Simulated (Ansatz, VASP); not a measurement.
Ba2NaMgCl6 in VASP and in Ansatz

File INCAR:

```
SYSTEM = Ba2NaMgCl6
PREC = Accurate ; ENCUT = 520
EDIFF = 1E-6 ; ISMEAR = -1
SIGMA = 0.1 ; LREAL = .FALSE.
LASPH = .TRUE. ; NELM = 80
ALGO = Normal ; ISIF = 2
LWAVE = .FALSE. ; LCHARG = .TRUE.
GGA = PE ; LELF = .TRUE.
LVHAR = .TRUE. ; NBANDS = 46
```

Contents of KPOINTS:

```
regular mesh
0
G
  6 6 6
  0 0 0
```

The input POSCAR:

```
Ba2NaMgCl6
1.0
    0.0000000000      4.9767500000      4.9767500000
    4.9767500000      0.0000000000      4.9767500000
    4.9767500000      4.9767500000      0.0000000000
Na Ba Mg Cl
1 2 1 6
Direct
    0.5000000000      0.5000000000      0.5000000000
    0.2500000000      0.2500000000      0.2500000000
    0.7500000000      0.7500000000      0.7500000000
    0.0000000000      0.0000000000      0.0000000000
    0.7760000000      0.2240000000      0.2240000000
    0.2240000000      0.7760000000      0.2240000000
    0.2240000000      0.7760000000      0.7760000000
    0.7760000000      0.2240000000      0.7760000000
    0.2240000000      0.2240000000      0.7760000000
    0.7760000000      0.7760000000      0.2240000000
```

Input for Ansatz:

```yaml
crystal:
  lattice:
    - [0.0, 4.97675, 4.97675]
    - [4.97675, 0.0, 4.97675]
    - [4.97675, 4.97675, 0.0]
  atoms:
    - { symbol: Na, position: [0.5, 0.5, 0.5] }
    - { symbol: Ba, position: [0.25, 0.25, 0.25] }
    - { symbol: Ba, position: [0.75, 0.75, 0.75] }
    - { symbol: Mg, position: [0.0, 0.0, 0.0] }
    - { symbol: Cl, position: [0.776, 0.224, 0.224] }
    - { symbol: Cl, position: [0.224, 0.776, 0.224] }
    - { symbol: Cl, position: [0.224, 0.776, 0.776] }
    - { symbol: Cl, position: [0.776, 0.224, 0.776] }
    - { symbol: Cl, position: [0.224, 0.224, 0.776] }
    - { symbol: Cl, position: [0.776, 0.776, 0.224] }
  symmetry: { tolerance: 0.0003 }
kpoints:
  mp_grid: { grid: [6, 6, 6], shift: [0, 0, 0] }
  band_path:
    path:
      - [0.0, 0.0, 0.0]
      - [0.5, 0.0, 0.5]
      - [0.625, 0.25, 0.625]
      - [0.375, 0.375, 0.75]
      - [0.0, 0.0, 0.0]
      - [0.5, 0.5, 0.5]
      - [0.5, 0.25, 0.75]
      - [0.5, 0.0, 0.5]
    npoints: 10
magnetization:
  spin_polarized: false
scf:
  occupations: { method: fermi_dirac }
  lower_state_search: "off"
  max_iter: 200
hamiltonian:
  pseudopotentials: { kind: paw }
  xc: pbe
basis:
  ecutwfc: 420
  fft_grid_basis: typed
output:
  forces: true
  stress: true
  eigenvalues: true
  bader: true
  populations: true
  elf: true
  write_potential: true
  volumetric_format: npy
  dos:
    e_range: [-12, 8]
    de: 0.05
    projected: { site_lists: { Ba: [Ba], Cl: [Cl], Mg: [Mg], Na: [Na] } }
checkpoint:
  read: saved_state
```

Alike in both runs: task single point; functional PBE; k mesh 6 × 6 × 6; no spin polarisation.

|  | VASP | Ansatz |
| --- | --- | --- |
| version | VASP 6.6.1 | Ansatz 0.2.0 |
| potentials or method | VASP PAW PBE potentials, release 64 (Na_pv, Ba_sv, Mg, Cl), cutoff 520 eV | PAW plane waves |
| occupations | fermi-dirac, width 0.1 eV | fermi-dirac |
| valence electrons in the cell | 71 | 81 |

```tsv
	VASP	Ansatz	Ansatz less VASP
pressure (GPa)	6.6	6.4	-0.15
rms of the force components (eV/Å)	1.242	1.245	+0.0037
```

Atom by atom the forces differ by 0.004 eV/Å (rms over components). VASP's potentials hold 71 valence electrons a cell and Ansatz's 81, so a difference there can come from the potentials and not from the codes.

Neither program's run includes spin-orbit coupling.
